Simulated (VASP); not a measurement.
## MnAs: vibrations by perturbation theory with PBEsol

The system is MnAs.

```
Mn As
1.0
     3.58853    0.00000    0.00000
    -1.79426    3.10776    0.00000
     0.00000    0.00000    5.36284
Mn As
2 2
Direct
  0.00000 0.00000 0.00000
  0.00000 0.00000 0.50000
  0.33333 0.66667 0.25000
  0.66667 0.33333 0.75000
```

This cell differs from its parent crystal: volume scaled by 1.015.

```
Program                : VASP 6.6.1
Task                   : vibrations by perturbation theory
Functional             : PBEsol
Potentials or basis    : VASP PAW PBE potentials, release 64 (Mn_pv, As)
Cutoff                 : 500 eV
k mesh                 : 10 × 10 × 6
Occupations            : fermi-dirac, width 0.1 eV
Spin                   : collinear spin, ferromagnetic start
Starting moments       : [2.4, 2.4, 0.0, 0.0] μB
Dipole correction      : no
Further INCAR settings : ALGO = Normal; EDIFF = 1e-08; NBANDS = 30; IBRION = 8; NSW = 1
```

The net moment is 4.95 μB per cell, the site moments are Mn +2.52; As -0.10 μB and the valence electrons inside the program's atomic spheres are Mn 11.79; As 2.84. The highest phonon frequency at Γ, LO-TO splitting left out is 264 cm⁻¹.

Phonon frequencies in cm⁻¹ (negative: imaginary):
```csv
q point,frequencies
"(0.000, 0.000, 0.000)",-1 -1 -1 180 191 191 203 203 221 260 264 264
```

Run time: 14 min on 4 MPI ranks on Intel(R) Xeon(R) Platinum 8375C CPU @ 2.90GHz (Ice Lake), with other jobs on the host, peak memory 1.2 GiB a rank.

Caveat: the cell wasn't relaxed at this level first, which shifts response properties; only a ferromagnetic start was run, and an antiferromagnetic order may lie lower in energy.
